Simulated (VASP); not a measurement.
Wanted: the native input for a VASP 6.6.1 run.

- Task: single point
- Functional: PBE
- Potentials or basis: VASP PAW PBE potentials, release 64 (C)
- Cutoff: 520 eV
- k mesh: 8 × 8 × 8
- Occupations: gaussian, width 0.1 eV
- Spin: collinear spin, ferromagnetic start
- Starting moments: [1.0, 1.0, 1.0] μB
- Dipole correction: no
- Further INCAR settings: ALGO = Normal; EDIFF = 1e-06; NBANDS = 17

The structure of C lies in POSCAR:

```
C
1.0
    0.0000000000      2.1173110900      2.1173110900
    2.1173110900      0.0000000000      2.1173110900
    2.1173110900      2.1173110900      0.0000000000
C
3
Direct
    0.5000000000      0.5000000000      0.5000000000
    0.7500000000      0.7500000000      0.7500000000
    0.2500000000      0.2500000000      0.2500000000
```

One way to write it, as run:

INCAR

```
ALGO     = Normal         # electronic algorithm
EDIFF    = 1E-6           # SCF threshold, eV
ENCUT    = 520            # plane-wave cutoff, eV
GGA      = PE             # functional
ISIF     = 2              # what is computed and relaxed
ISMEAR   = 0              # smearing method
ISPIN    = 2              # spin polarisation
LASPH    = T              # aspherical terms in the spheres
LCHARG   = T              # write CHGCAR
LELF     = T              # ELF
LORBIT   = 11             # projections on sites
LREAL    = F              # projectors in reciprocal space
LVHAR    = T            
LWAVE    = F              # write WAVECAR
MAGMOM   = 1 1 1          # initial moments
NBANDS   = 17             # bands
NELM     = 150            # most SCF steps
PREC     = Accurate       # precision mode
SIGMA    = 0.1            # smearing width, eV
```

KPOINTS

```
k-points
0
Gamma
  8 8 8
```

Potentials or basis: VASP PAW PBE potentials, release 64 (C).

The run is started by

```bash
$ cat potpaw_PBE.64/C/POTCAR > POTCAR
$ mpirun -np 1 vasp_std > vasp.out
```

It gave:

* Pressure: 16.1 GPa
* Band gap on the k mesh: zero (filled and empty bands overlap)
* Net moment: 0.00 μB per cell
* Valence electrons inside the program's atomic spheres: C 2.18, 2.23

It took 31 s on 1 thread of Intel Xeon 8259CL, on a shared host, peak memory 0.14 GiB.
